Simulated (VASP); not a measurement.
Input of a VASP 6.6.1 run:

The input INCAR:

```
ALGO     = Normal         # electronic algorithm
EDIFF    = 1E-7           # SCF threshold, eV
ENCUT    = 520            # plane-wave cutoff, eV
GGA      = PE             # functional
ISIF     = 2              # what is computed and relaxed
ISMEAR   = -1             # smearing method
LASPH    = T              # aspherical terms in the spheres
LCHARG   = T              # write CHGCAR
LELF     = T              # ELF
LREAL    = F              # projectors in reciprocal space
LVHAR    = T            
LWAVE    = F              # write WAVECAR
NBANDS   = 14             # bands
NELM     = 80             # most SCF steps
PREC     = Accurate       # precision mode
SIGMA    = 0.1            # smearing width, eV
```

File KPOINTS:

```
k-points
0
Gamma
  11 11 4
```

File POSCAR:

```
Sb
1.0
    0.0000000000      2.3962708729     -2.3962708729
   -2.3962708729      0.0000000000      2.3962708729
    4.7925417458      4.7925417458      4.7925417458
Sb
3
Direct
    0.0000000000      0.0000000000      0.0000000000
    0.3333333330      0.6666666670      0.3333333330
    0.6666666670      0.3333333330      0.6666666670
```

Potentials or basis: VASP PAW PBE potentials, release 64 (Sb).

Run with:

```bash
$ cat potpaw_PBE.64/Sb/POTCAR > POTCAR
$ mpirun -np 1 vasp_std > vasp.out
```

Q: What does it give for the pressure?

A: -0.3 GPa.
